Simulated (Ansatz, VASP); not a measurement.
## Two plane-wave programs on Lu

```
Lu
1.0
     0.00000    2.37401    2.37401
     2.37401    0.00000    2.37401
     2.37401    2.37401    0.00000
Lu
1
Cartesian
  0.0000 0.0000 0.0000
```

Change from the starting cell: volume scaled by 0.92, PAW files.

Alike in both runs: task single point; functional PBE; k mesh 15 × 15 × 15; occupations fermi-dirac, width 0.1 eV; no spin polarisation.

|  | VASP | Ansatz |
| --- | --- | --- |
| version | VASP 6.6.1 | Ansatz 0.2.0 |
| potentials or method | VASP PAW PBE potentials, release 64 (Lu) | PAW with Ansatz's default frozen-core files, scalar-relativistic |
| plane-wave cutoff (eV) | 520 | 420 |
| valence electrons in the cell | 25 | 25 |

Ansatz gave:

| Quantity | Value |
| --- | --- |
| pressure (GPa) | 4.0 |

Estimate VASP's values.

pressure (GPa): 4.2.

Spin-orbit coupling is off throughout.
